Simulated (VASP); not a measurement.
The system is Sb2Se.

```
Sb Se
1.0
     5.59562    0.00000    0.00000
     0.00000    5.59562    0.00000
     0.00000    0.00000    5.59562
Sb Se
4 2
Direct
  0.25000 0.25000 0.25000
  0.25000 0.75000 0.75000
  0.75000 0.75000 0.25000
  0.75000 0.25000 0.75000
  0.00000 0.00000 0.00000
  0.50000 0.50000 0.50000
```

The cell was generated, and may not be a known phase.

```yaml
Program: VASP 6.6.1
Task: relaxation of cell and atoms
Functional: PBE
Potentials_or_basis: VASP PAW PBE potentials, release 64 (Sb, Se)
Cutoff: 600 eV
k_mesh: 4 × 4 × 4
Occupations: gaussian, width 0.1 eV
Spin: no spin polarisation
```

At the start: pressure 19.0 GPa; volume 29.20 Å³/atom.

Problem. Where does the relaxation end?

Solution. Over 4 steps the energy falls by 482.2 meV/atom and the volume is 40.04 Å³/atom (+37.1 %); space group Pn-3m (No. 224, to 0.1 Å) before and after.

The path:
```
step  energy change (eV)  largest force (eV/Å)  pressure (GPa)  volume (Å³)
   1              0.0000                0.0000           19.02       175.20
   2             -2.4358                0.0000           -3.30       278.60
   3             -2.8922                0.0000            0.21       238.27
   4             -2.8932                0.0000           -0.05       240.27
```

Final structure:
```yaml
crystal:
  lattice:
    - [6.21677, 0.00000, 0.00000]
    - [0.00000, 6.21677, 0.00000]
    - [0.00000, 0.00000, 6.21677]
  atoms:
    - { symbol: Sb, position: [0.25000, 0.25000, 0.25000] }
    - { symbol: Sb, position: [0.25000, 0.75000, 0.75000] }
    - { symbol: Sb, position: [0.75000, 0.75000, 0.25000] }
    - { symbol: Sb, position: [0.75000, 0.25000, 0.75000] }
    - { symbol: Se, position: [0.00000, 0.00000, 0.00000] }
    - { symbol: Se, position: [0.50000, 0.50000, 0.50000] }
```

Caveat: the volume moved by over 15 % at a fixed basis, so the end points are rough.
